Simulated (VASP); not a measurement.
Write the native input for VASP 6.6.1 that does the following.

* Task: relaxation of cell and atoms
* Functional: PBEsol
* Potentials or basis: VASP PAW PBE potentials, release 64 (Ru_pv, Al)
* Cutoff: 500 eV
* k mesh: 14 × 14 × 14
* Occupations: gaussian, width 0.1 eV
* Spin: no spin polarisation
* Dipole correction: no
* Further INCAR settings: ALGO = Normal; EDIFF = 1e-07; IBRION = 2; EDIFFG = -0.002; NSW = 100; ISIF = 3

The structure of AlRu (a.f) lies in POSCAR:

```
AlRu
1.0
    2.9700000000      0.0000000000      0.0000000000
    0.0000000000      2.9700000000      0.0000000000
    0.0000000000      0.0000000000      2.9700000000
Ru Al
1 1
Direct
    0.0000000000      0.0000000000      0.0000000000
    0.5000000000      0.5000000000      0.5000000000
```

One way to write it, as run:

INCAR

```
PREC = Accurate
ENCUT = 500
EDIFF = 1E-7
ISMEAR = 0
SIGMA = 0.1
LREAL = F
LASPH = T
NELM = 120
ALGO = Normal
ISIF = 3
LWAVE = F
LCHARG = F
GGA = PS
IBRION = 2
NSW = 100
EDIFFG = -0.002
GGA_COMPAT = F
NELMIN = 4
```

KPOINTS

```
regular mesh
0
Gamma
  14 14 14
```

Potentials or basis: VASP PAW PBE potentials, release 64 (Ru_pv, Al).

Launch:

```bash
$ cat potpaw_PBE.64/Ru_pv/POTCAR potpaw_PBE.64/Al/POTCAR > POTCAR
$ mpirun -np 1 vasp_std > vasp.out
```

It gave:

- Relaxed volume: 13.19 Å³/atom
- Relaxed cell: a = 2.977 Å, b = 2.977 Å, c = 2.977 Å, α = 90.00°, β = 90.00°, γ = 90.00°
- Space group after relaxing (to 0.05 Å): Pm-3m (No. 221)
- Energy gained by relaxing: 0.4 meV/atom
- Ionic steps: 3
- Pressure after relaxing: 0.0 GPa

Caveat: the PAW data sets were made with another functional, which shifts forces and pressure a little.

Run time: 94 s on 1 thread of Intel Xeon 8259CL, on a shared host, peak memory 0.17 GiB.
